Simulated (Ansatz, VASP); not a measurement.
**Two plane-wave programs on ZnCu**

```
CELL_PARAMETERS angstrom
2.90773 0.00000 0.00000
0.00000 2.90773 0.00000
0.00000 0.00000 2.90773
ATOMIC_POSITIONS crystal
Zn 0.50000 0.50000 0.50000
Cu 0.00000 0.00000 0.00000
```

Alike in both runs: task single point; functional PBEsol; k mesh 16 × 16 × 16; occupations gaussian, width 0.15 eV; no spin polarisation.

|  | VASP | Ansatz |
| --- | --- | --- |
| version | VASP 6.6.1 | Ansatz 0.2.0 |
| potentials or method | VASP PAW PBE potentials, release 64 (Zn, Cu), cutoff 520 eV | scalar-relativistic, plane waves, PAW |
| valence electrons in the cell | 23 | 31 |

|  | VASP | Ansatz | Ansatz less VASP |
| --- | --- | --- | --- |
| gap on the k mesh at the Fermi level (eV) | none | none | - |
| pressure (GPa) | 0.8 | 0.0 | -0.75 |

VASP's potentials were made for PBE, not for PBEsol. A gap of «none» marks a metal or a gap that the smearing closes. VASP's potentials hold 23 valence electrons a cell and Ansatz's 31, so a difference there can come from the potentials and not from the codes.
